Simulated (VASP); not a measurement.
Write the native input for VASP 6.6.1 that does the following.

| Property | Result |
| --- | --- |
| Task | single point |
| Functional | PBEsol |
| Potentials or basis | VASP PAW PBE potentials, release 64 (Zn, Se) |
| Cutoff | 520 eV |
| k mesh | 8 × 8 × 8 |
| Occupations | gaussian, width 0.01 eV |
| Spin | non-collinear spin, zero start, spin-orbit coupling |
| Starting moments | [[0.0, 0.0, 0.0], [0.0, 0.0, 0.0]] μB |
| Dipole correction | no |
| Further INCAR settings | ALGO = Normal; EDIFF = 1e-07; NBANDS = 30 |

The structure of ZnSe lies in POSCAR:

```
ZnSe
1.0
    2.8165925223      2.8165925223      0.0000000000
   -2.8165925223      2.8165925223      0.0000000000
    0.0000000000      2.8165925223      2.8165925223
Zn Se
1 1
Direct
    0.0000000000      0.0000000000      0.0000000000
    0.7500000000      0.2500000000      0.5000000000
```

These files were run (other wordings do the same):

INCAR

```
PREC = Accurate
ENCUT = 520
EDIFF = 1E-7
ISMEAR = 0
SIGMA = 0.01
LREAL = F
LASPH = T
NELM = 150
ALGO = Normal
ISIF = 2
LWAVE = F
LCHARG = T
MAGMOM = 0 0 0 0 0 0
LORBIT = 11
LSORBIT = T
GGA_COMPAT = F
LORBMOM = T
GGA = PS
LVHAR = T
NBANDS = 30
```

KPOINTS

```
Automatic mesh
0
Gamma
  8 8 8
```

Potentials or basis: VASP PAW PBE potentials, release 64 (Zn, Se).

Command:

```bash
$ cat potpaw_PBE.64/Zn/POTCAR potpaw_PBE.64/Se/POTCAR > POTCAR
$ mpirun -np 1 vasp_ncl > vasp.out
```

Results of the run:

```yaml
Pressure: 0.3 GPa
Net_moment: 0.00 μB per cell
Valence_electrons_inside_the_program's_atomic_spheres: Zn 10.79; Se 3.89
```

Caveat: the PAW data sets were made with another functional, which shifts forces and pressure a little.

Wall time 2.2 min on 1 thread of Intel(R) Xeon(R) 6975P-C (Granite Rapids) (shared host), peak memory 0.32 GiB.
